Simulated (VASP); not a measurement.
**Ge: single point with PBE**

The system is Ge.

```
Ge
1.0
     5.91640    0.00000    0.00000
     0.00000    5.91640    0.00000
     0.00000    0.00000    6.95550
Ge
12
Direct
  0.17269 0.36867 0.26087
  0.13133 0.67269 0.01087
  0.82731 0.63133 0.76087
  0.86867 0.32731 0.51087
  0.67269 0.13133 0.98913
  0.63133 0.82731 0.23913
  0.32731 0.86867 0.48913
  0.36867 0.17269 0.73913
  0.09035 0.09035 0.00000
  0.40965 0.59035 0.75000
  0.90965 0.90965 0.50000
  0.59035 0.40965 0.25000
```

```
Program                : VASP 6.6.1
Task                   : single point
Functional             : PBE
Potentials or basis    : VASP PAW PBE potentials, release 64 (Ge_d)
Cutoff                 : 520 eV
k mesh                 : 6 × 6 × 5
Occupations            : fermi-dirac, width 0.05 eV
Spin                   : no spin polarisation
Dipole correction      : no
Further INCAR settings : ALGO = Normal; EDIFF = 1e-06; NBANDS = 96
```

- Pressure: 3.5 GPa
- Largest force: 0.010 eV/Å
- Band gap on the k mesh: 0.49 eV

Forces on the atoms (eV/Å):
```
Ge   0.001 -0.001 -0.005
Ge   0.001  0.001 -0.005
Ge  -0.001  0.001 -0.005
Ge  -0.001 -0.001 -0.005
Ge   0.001  0.001  0.005
Ge   0.001 -0.001  0.005
Ge  -0.001 -0.001  0.005
Ge  -0.001  0.001  0.005
Ge   0.007  0.007  0.000
Ge  -0.007  0.007  0.000
Ge  -0.007 -0.007  0.000
Ge   0.007 -0.007  0.000
```

Stress tensor (GPa, compression positive):
```
3.66 0.00 0.00
0.00 3.66 0.00
0.00 0.00 3.08
```

Levels at points of the mesh, in eV from the valence-band top:
```csv
k point,band 80,band 81,band 82,band 83,band 84,band 85,band 86,band 87,band 88,band 89
"(0.00, 0.00, 0.00)",-1.72,-1.07,-1.02,-1.02,-0.25,1.42,1.70,1.70,2.52,3.17
"(0.50, 0.00, 0.00)",-1.83,-0.57,-0.57,-0.07,-0.07,1.17,1.17,2.25,2.25,2.55
"(0.50, 0.50, 0.00)",-1.09,-0.31,-0.31,-0.09,-0.09,1.17,1.17,1.60,1.60,1.86
```

It took 18 min on 1 thread of Oxide Virtual Turin-like Processor (shared host), peak memory 0.57 GiB.

Caveat: the cell stands under pressure; an odd mesh through Γ misses points on the zone boundary, where band edges can lie.
